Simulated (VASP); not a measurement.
# F (C2/m) in VASP: a series of runs

Runs on F. Level: PBEsol. Tasks: single point.

Everything below comes from runs of VASP 6.6.1. Logs are shortened: lines on timing, memory, paths and dates and some standing lists are left out, and cuts for length are marked.

## Step 1: The cell of the first run

Symmetry: C2/m, No. 12, monoclinic system. Conventional cell: a = 6.400 Å, b = 3.385 Å, c = 7.220 Å, α = 90.00°, β = 114.17°, γ = 90.00°. Within 1.8 Å of F (site symmetry m) lie 1 F at 1.35 Å. F (site symmetry m) has 1 F at 1.35 Å within 1.8 Å.

## Step 2: Single point, PBEsol

INCAR reads:

```
PREC = Accurate ; ENCUT = 520
EDIFF = 1E-7 ; ISMEAR = 0
SIGMA = 0.05 ; LREAL = F
LASPH = T ; NELM = 80
ALGO = Normal ; ISIF = 2
LWAVE = F ; LCHARG = F
GGA = PS ; NBANDS = 22
```

KPOINTS reads:

```
Automatic mesh
0
Gamma
  4 4 2
```

POSCAR reads:

```
F
1.0
    3.1902848536     -1.6922621551     -0.2460622900
    3.1902848536      1.6922621551     -0.2460622900
   -2.4411449630      0.0000000000      6.7945670902
F
4
Direct
    0.0848459664      0.0848459664      0.0940038325
    0.9151540336      0.9151540336      0.9059961675
    0.5015719855      0.5015719855      0.5937195244
    0.4984280145      0.4984280145      0.4062804756
```

Potentials or basis: VASP PAW PBE potentials, release 64 (F).

The run is started by

```sh
cat potpaw_PBE.64/F/POTCAR > POTCAR
mpirun -np 1 vasp_std > vasp.out
```

OUTCAR:

```text
PREC = Accurate
   ENCUT = 520
   EDIFF = 1E-7
   ISMEAR = 0
   LREAL = F
   LASPH = T
   NELM = 80
   ISIF = 2
   GGA = PS

 ion  position               nearest neighbor table
   1  0.085  0.085  0.094-   2 1.35
   2  0.915  0.915  0.906-   1 1.35
   3  0.502  0.502  0.594-   4 1.35
   4  0.498  0.498  0.406-   3 1.35

  LATTYP: Found a base centered monoclinic cell.
 ALAT       =     6.3995200125
 B/A-ratio  =     0.5288715878
 C/A-ratio  =     1.1281763985
 COS(beta)  =    -0.4094885125

  Lattice vectors:

 A1 = (   3.1902848536,  -1.6922621551,  -0.2460622900)
 A2 = (   3.1902848536,   1.6922621551,  -0.2460622900)
 A3 = (  -2.4411449630,   0.0000000000,   6.7945670902)

Analysis of symmetry for initial positions (statically):
=====================================================================
 Subroutine PRICEL returns:
 Original cell was already a primitive cell.

 Routine SETGRP: Setting up the symmetry group for a
 base centered monoclinic supercell.

 Subroutine GETGRP returns: Found  4 space group operations
 (whereof  4 operations were pure point group operations)
 out of a pool of  4 trial point group operations.

The static configuration has the point symmetry C_2h.

Analysis of symmetry for dynamics (positions and initial velocities):
=====================================================================
 Subroutine PRICEL returns:
 Original cell was already a primitive cell.

 Routine SETGRP: Setting up the symmetry group for a
 base centered monoclinic supercell.

 Subroutine GETGRP returns: Found  4 space group operations
 (whereof  4 operations were pure point group operations)
 out of a pool of  4 trial point group operations.

The dynamic configuration has the point symmetry C_2h.

 Subroutine INISYM returns: Found  4 space group operations
 (whereof  4 operations are pure point group operations),
 and found     1 'primitive' translations

----------------------------------------------------------------------------------------

                                     Primitive cell

  volume of cell :      71.3320

  direct lattice vectors                    reciprocal lattice vectors
     3.190284854 -1.692262155 -0.246062290     0.161192575 -0.295462496  0.057913100
     3.190284854  1.692262155 -0.246062290     0.161192575  0.295462496  0.057913100
    -2.441144963  0.000000000  6.794567090     0.011675038  0.000000000  0.151371007

  length of vectors
     3.619698233  3.619698233  7.219787440     0.341518755  0.341518755  0.151820579

  position of ions in fractional coordinates (direct lattice)
     0.084845966  0.084845966  0.094003833
     0.915154034  0.915154034  0.905996167
     0.501571985  0.501571985  0.593719524
     0.498428014  0.498428014  0.406280476

  ion indices of the primitive-cell ions
   primitive index   ion index
                 1           1
                 2           2
                 3           3
                 4           4

----------------------------------------------------------------------------------------

 KPOINTS: Automatic mesh

Automatic generation of k-mesh.
 Grid dimensions read from file:
 generate k-points for:    4    4    2

 Generating k-lattice:

  Cartesian coordinates                     Fractional coordinates (reciprocal lattice)
     0.040298144 -0.073865624  0.014478275     0.250000000 -0.000000000  0.000000000
     0.040298144  0.073865624  0.014478275    -0.000000000  0.250000000  0.000000000
     0.005837519  0.000000000  0.075685503    -0.000000000 -0.000000000  0.500000000

  Length of vectors
     0.085379689  0.085379689  0.075910289

  Shift w.r.t. Gamma in fractional coordinates (k-lattice)
     0.000000000  0.000000000  0.000000000

 Subroutine IBZKPT returns following result:
 ===========================================

 Found     14 irreducible k-points:

 Following reciprocal coordinates:
            Coordinates               Weight
  0.000000  0.000000  0.000000      1.000000
  0.250000  0.000000  0.000000      4.000000
  0.500000  0.000000  0.000000      2.000000
  0.250000  0.250000 -0.000000      2.000000
  0.500000  0.250000  0.000000      4.000000
 -0.250000  0.250000  0.000000      2.000000
  0.500000  0.500000 -0.000000      1.000000
  0.000000  0.000000  0.500000      1.000000
  0.250000  0.000000  0.500000      4.000000
  0.500000  0.000000  0.500000      2.000000
  0.250000  0.250000  0.500000      2.000000
  0.500000  0.250000  0.500000      4.000000
 -0.250000  0.250000  0.500000      2.000000
  0.500000  0.500000  0.500000      1.000000
   k-points           NKPTS =     14   k-points in BZ     NKDIM =     14   number of bands    NBANDS=     22
   number of dos      NEDOS =    301   number of ions     NIONS =      4
   total plane-waves  NPLWV =  42336
   dimension x,y,z NGX =    28 NGY =   28 NGZ =   54
   dimension x,y,z NGXF=    56 NGYF=   56 NGZF=  108
   ions per type =               4
   NGX,Y,Z   is equivalent  to a cutoff of  12.86, 12.86, 12.43 a.u.
   NGXF,Y,Z  is equivalent  to a cutoff of  25.72, 25.72, 24.87 a.u.
 SYSTEM =  unknown system
   PREC   = accura    normal or accurate (medium, high low for compatibility)
   ISTART =      0    job   : 0-new  1-cont  2-samecut
   ICHARG =      2    charge: 1-file 2-atom 10-const
   ISPIN  =      1    spin polarized calculation?
   LNONCOLLINEAR =      F non collinear calculations
   LSORBIT =      F    spin-orbit coupling
   LASPH  =      T    aspherical Exc in radial PAW
   ENCUT  =  520.0 eV  38.22 Ry    6.18 a.u.   6.73  6.73 13.42*2*pi/ulx,y,z
   NELM   =     80;   NELMIN=  2; NELMDL= -5     # of ELM steps
   EDIFF  = 0.1E-06   stopping-criterion for ELM
   LREAL  =      F    real-space projection
   EDIFFG = 0.1E-05   stopping-criterion for IOM
   NSW    =      0    number of steps for IOM
   IBRION =     -1    ionic relax: 0-MD 1-quasi-New 2-CG
   NFREE  =      0    steps in history (QN), initial steepest desc. (CG)
   ISIF   =      2    stress and relaxation
   ISYM   =      2    0-nonsym 1-usesym 2-fastsym
   POTIM  = 0.5000    time-step for ionic-motion
   TEBEG  =    0.0;   TEEND  =   0.0 temperature during run
   PSTRESS=    0.0 pullay stress
   NELECT =      28.0000    total number of electrons
   NUPDOWN=      -1.0000    fix difference up-down
   EMIN   =  10.00;   EMAX   =-10.00  energy-range for DOS
   EFERMI =   0.00;   METHOD = LEGACY
   ISMEAR =     0;   SIGMA  =   0.05  broadening in eV -4-tet -1-fermi 0-gaus
   EFERMI_NEDOS =   21; number of points for ismear=-14 and -15
   IALGO  =     38    algorithm
   IMIX   =      4    mixing-type and parameters
     AMIX     =   0.40;   BMIX     =  1.00
     AMIX_MAG =   1.60;   BMIX_MAG =  1.00
  volume/ion in A,a.u.               =      17.83       120.34
  Fermi-wavevector in a.u.,A,eV,Ry     =   1.198669  2.265156 19.548960  1.436808
  Thomas-Fermi vector in A             =   2.334552
   LORBIT       =      0    0 simple, 1 ext, 2 COOP (PROOUT), +10 PAW based schemes
   GGA     = PS    functional components
   LHFCALC =     F    Hartree Fock is set to
   AEXX    =    0.0000 exact exchange contribution
   IVDW    =     0    specifies the selected vdW correction
   LEPSILON=     F    determine dielectric tensor
   LRPA    =     F    only Hartree local field effects (RPA)
 non-spin polarized calculation
 Gauss-broadening in eV      SIGMA  =   0.05
  energy-cutoff  :      520.00
  volume of cell :       71.33
 maximum number of plane-waves:      1940
 NGX is ok and might be reduce to    28
   NGX = 13   NGY = 13   NGZ = 27

 number of electron      27.9999985 magnetization

 Free energy of the ion-electron system (eV)
  ---------------------------------------------------
  ext. energy  EPLUGINS =         0.00000000
  ---------------------------------------------------
  free energy    TOTEN  =        -7.61124042 eV

  energy without entropy =       -7.61124042  energy(sigma->0) =       -7.61124042

 E-fermi :  -4.9421     XC(G=0):  -7.0352

 val. band max:       -5.1978150867   @ k =   0.5000   0.5000  -0.0000
 cond. band min:      -1.4979262820   @ k =   0.0000   0.0000   0.0000
 fundamental gap:      3.6998888047
 Fermi energy:        -4.9420744446

 k-point     1 :       0.0000    0.0000    0.0000
  band No.  band energies     occupation
      1     -31.4474      2.00000
      2     -31.3027      2.00000
      3     -23.6375      2.00000
      4     -23.3216      2.00000
      5     -12.4492      2.00000
      6     -11.7822      2.00000
[... 14 lines left out ...]
     21      14.0561      0.00000
     22      15.0430      0.00000

 k-point     2 :       0.2500    0.0000    0.0000
  band No.  band energies     occupation
      1     -31.4220      2.00000
      2     -31.2903      2.00000
      3     -23.5804      2.00000
      4     -23.3539      2.00000
      5     -12.3462      2.00000
      6     -11.8680      2.00000
[... 14 lines left out ...]
     21      12.0556      0.00000
     22      13.9273      0.00000

 k-point     3 :       0.5000    0.0000    0.0000
  band No.  band energies     occupation
      1     -31.3962      2.00000
      2     -31.2783      2.00000
      3     -23.4884      2.00000
      4     -23.4214      2.00000
      5     -12.1291      2.00000
      6     -12.0654      2.00000
[... 14 lines left out ...]
     21      10.9016      0.00000
     22      11.3334      0.00000

 k-point     4 :       0.2500    0.2500   -0.0000
  band No.  band energies     occupation
      1     -31.4216      2.00000
      2     -31.2993      2.00000
      3     -23.5511      2.00000
      4     -23.4105      2.00000
      5     -12.2780      2.00000
      6     -11.9779      2.00000
[... 14 lines left out ...]
     21      11.6217      0.00000
     22      13.1343      0.00000

 k-point     5 :       0.5000    0.2500    0.0000
  band No.  band energies     occupation
      1     -31.4003      2.00000
      2     -31.2821      2.00000
      3     -23.5072      2.00000
      4     -23.4290      2.00000
      5     -12.1488      2.00000
      6     -12.0593      2.00000
[... 14 lines left out ...]
     21      10.8412      0.00000
     22      12.0720      0.00000

 k-point     6 :      -0.2500    0.2500    0.0000
  band No.  band energies     occupation
      1     -31.4008      2.00000
      2     -31.2731      2.00000
      3     -23.5502      2.00000
      4     -23.3586      2.00000
      5     -12.2734      2.00000
      6     -11.8938      2.00000
[... 14 lines left out ...]
     21      10.2438      0.00000
     22      11.6197      0.00000

 k-point     7 :       0.5000    0.5000   -0.0000
  band No.  band energies     occupation
      1     -31.4047      2.00000
      2     -31.2859      2.00000
      3     -23.5265      2.00000
      4     -23.4367      2.00000
      5     -12.1740      2.00000
      6     -12.0452      2.00000
[... 14 lines left out ...]
     21      11.5939      0.00000
     22      12.6282      0.00000

 k-point     8 :       0.0000    0.0000    0.5000
  band No.  band energies     occupation
      1     -31.4341      2.00000
      2     -31.3167      2.00000
      3     -23.5145      2.00000
      4     -23.4480      2.00000
      5     -12.1626      2.00000
      6     -12.0955      2.00000
[... 14 lines left out ...]
     21      14.4106      0.00000
     22      14.7282      0.00000

 k-point     9 :       0.2500    0.0000    0.5000
  band No.  band energies     occupation
      1     -31.4177      2.00000
      2     -31.2949      2.00000
      3     -23.5400      2.00000
      4     -23.3952      2.00000
      5     -12.2405      2.00000
      6     -11.9706      2.00000
[... 14 lines left out ...]
     21      11.5164      0.00000
     22      12.1483      0.00000

 k-point    10 :       0.5000    0.0000    0.5000
  band No.  band energies     occupation
      1     -31.4008      2.00000
      2     -31.2731      2.00000
      3     -23.5500      2.00000
      4     -23.3585      2.00000
      5     -12.2644      2.00000
      6     -11.8928      2.00000
[... 14 lines left out ...]
     21      10.6201      0.00000
     22      12.5061      0.00000

 k-point    11 :       0.2500    0.2500    0.5000
  band No.  band energies     occupation
      1     -31.4241      2.00000
      2     -31.2963      2.00000
      3     -23.5783      2.00000
      4     -23.3830      2.00000
      5     -12.3183      2.00000
      6     -11.9193      2.00000
[... 14 lines left out ...]
     21      11.4893      0.00000
     22      12.2889      0.00000

 k-point    12 :       0.5000    0.2500    0.5000
  band No.  band energies     occupation
      1     -31.4025      2.00000
      2     -31.2796      2.00000
      3     -23.5402      2.00000
      4     -23.3954      2.00000
      5     -12.2469      2.00000
      6     -11.9671      2.00000
[... 14 lines left out ...]
     21       9.9352      0.00000
     22      11.5681      0.00000

 k-point    13 :      -0.2500    0.2500    0.5000
  band No.  band energies     occupation
      1     -31.3959      2.00000
      2     -31.2781      2.00000
      3     -23.4883      2.00000
      4     -23.4212      2.00000
      5     -12.1213      2.00000
      6     -12.0626      2.00000
[... 14 lines left out ...]
     21      11.3325      0.00000
     22      11.3508      0.00000

 k-point    14 :       0.5000    0.5000    0.5000
  band No.  band energies     occupation
      1     -31.4042      2.00000
      2     -31.2867      2.00000
      3     -23.5149      2.00000
      4     -23.4478      2.00000
      5     -12.1675      2.00000
      6     -12.1077      2.00000
[... 14 lines left out ...]
     21       9.6236      0.00000
     22       9.8782      0.00000

------------------------ aborting loop because EDIFF is reached ----------------------------------------

  FORCE on cell =-STRESS in cart. coord.  units (eV):
  Direction    XX          YY          ZZ          XY          YZ          ZX
  --------------------------------------------------------------------------------------
  -------------------------------------------------------------------------------------
  Total        1.0996371     -0.1947813      6.7101962      0.0000000      0.0000000      0.4552784
  in kB       24.6987834     -4.3749536    150.7167080      0.0000000      0.0000000     10.2259408
  external PRESSURE =      57.0135126 kB  Pullay stress =       0.0000000 kB

 VOLUME and BASIS-vectors are now :
 -----------------------------------------------------------------------------
  energy-cutoff  :      520.00
  volume of cell :       71.33
      direct lattice vectors                 reciprocal lattice vectors
     3.190284854 -1.692262155 -0.246062290     0.161192575 -0.295462496  0.057913100
     3.190284854  1.692262155 -0.246062290     0.161192575  0.295462496  0.057913100
    -2.441144963  0.000000000  6.794567090     0.011675038  0.000000000  0.151371007

 POSITION                                       TOTAL-FORCE (eV/Angst)
 -----------------------------------------------------------------------------------
      0.31189      0.00000      0.59696         1.388261      0.000000      2.623370
      3.62754      0.00000      5.70548        -1.388261      0.000000     -2.623370
      1.75096      0.00000      3.78723        -0.976163      0.000000      2.823100
      2.18847      0.00000      2.51521         0.976163      0.000000     -2.823100
 -----------------------------------------------------------------------------------
    total drift:                                0.000000      0.000000     -0.000000

  FREE ENERGIE OF THE ION-ELECTRON SYSTEM (eV)
  ---------------------------------------------------
  free  energy   TOTEN  =        -7.6112404208 eV

  energy  without entropy=       -7.6112404208  energy(sigma->0) =       -7.61124042
```

Wall time 47 s (1 thread of AMD EPYC 7R13, shared host); peak memory 0.15 GiB.

Results:

```
Free energy            : -7.6112 eV
Pressure               : 5.7 GPa
Largest force          : 2.987 eV/Å
Band gap on the k mesh : 3.70 eV, indirect (least direct gap 3.82 eV)
```

Forces on the atoms (eV/Å):
```
F    1.388  0.000  2.623
F   -1.388  0.000 -2.623
F   -0.976  0.000  2.823
F    0.976  0.000 -2.823
```

Stress tensor (GPa, compression positive):
```
 2.47  0.00  1.02
 0.00 -0.44  0.00
 1.02  0.00 15.07
```

Caveat: the k points lie up to 0.54 Å⁻¹ apart; the PAW data sets were made with another functional, which shifts forces and pressure a little.

(Continued in part 2 of 3.)
